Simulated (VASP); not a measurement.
Here is a VASP 6.6.1 calculation.

File POSCAR:

```
MgS
1.0
    0.0000000000      5.2030358740      5.2030358740
    5.2030358740      0.0000000000      5.2030358740
    5.2030358740      5.2030358740      0.0000000000
Mg S
8 8
Direct
    0.0002716683      0.0065064898     -0.0050458041
    0.0030950200      0.0092516179      0.4904068628
    0.0056829322      0.4955044636     -0.0037911520
   -0.0009315715      0.5041827624      0.4886800825
    0.4851446465      0.0163502621     -0.0020682156
    0.5123017724     -0.0075789406      0.4976393711
    0.5034480952      0.4964431464      0.0001640388
    0.5153990987      0.5016344425      0.4964320951
    0.2552178252      0.2401954417      0.2487085485
    0.2557487652      0.2389251257      0.7512529405
    0.2414189582      0.7616146796      0.2505320993
    0.2543533299      0.7453947261      0.7490281817
    0.7413967717      0.2530376557      0.2524910517
    0.7455184039      0.2488082019      0.7578154553
    0.7416812210      0.7478595371      0.2532623322
    0.7461578382      0.7472631545      0.7654016033
```

The input INCAR.step1:

```
PREC     = Accurate       # precision mode
ENCUT    = 520            # plane-wave cutoff, eV
ISMEAR   = -1             # smearing method
SIGMA    = 0.02           # smearing width, eV
LREAL    = Auto         
LASPH    = T              # aspherical terms in the spheres
NELM     = 60             # most SCF steps
NBANDS   = 46             # bands
GGA      = PE             # functional
ALGO     = Normal         # electronic algorithm
EDIFF    = 1E-4           # SCF threshold, eV
LWAVE    = T              # write WAVECAR
LCHARG   = F              # write CHGCAR
```

File INCAR.step2:

```
PREC     = Accurate       # precision mode
ENCUT    = 520            # plane-wave cutoff, eV
EDIFF    = 1E-6           # SCF threshold, eV
ISMEAR   = -1             # smearing method
SIGMA    = 0.02           # smearing width, eV
LREAL    = Auto         
LASPH    = T              # aspherical terms in the spheres
NELM     = 60             # most SCF steps
ALGO     = Normal         # electronic algorithm
ISIF     = 2              # what is computed and relaxed
LWAVE    = F              # write WAVECAR
LCHARG   = F              # write CHGCAR
METAGGA  = R2SCAN         # meta-GGA
LMIXTAU  = T            
NBANDS   = 46             # bands
ISTART   = 1
```

Contents of KPOINTS:

```
regular mesh
0
Gamma
  2 2 2
```

Potentials or basis: VASP PAW PBE potentials, release 64 (Mg, S).

Command:

```console
$ cat potpaw_PBE.64/Mg/POTCAR potpaw_PBE.64/S/POTCAR > POTCAR
$ cp INCAR.step1 INCAR
$ mpirun -np 1 vasp_std > vasp.out
$ cp INCAR.step2 INCAR
$ mpirun -np 1 vasp_std > vasp.out
```

(1) Estimate the largest force.

(2) What does it give for the pressure?

(3) Estimate the band gap on the k mesh.

Results:

(1) 0.717 eV/Å.

(2) 0.3 GPa.

(3) 3.38 eV.

Caveat: the k points lie up to 0.52 Å⁻¹ apart; the PAW data sets were made with another functional, which shifts forces and pressure a little.
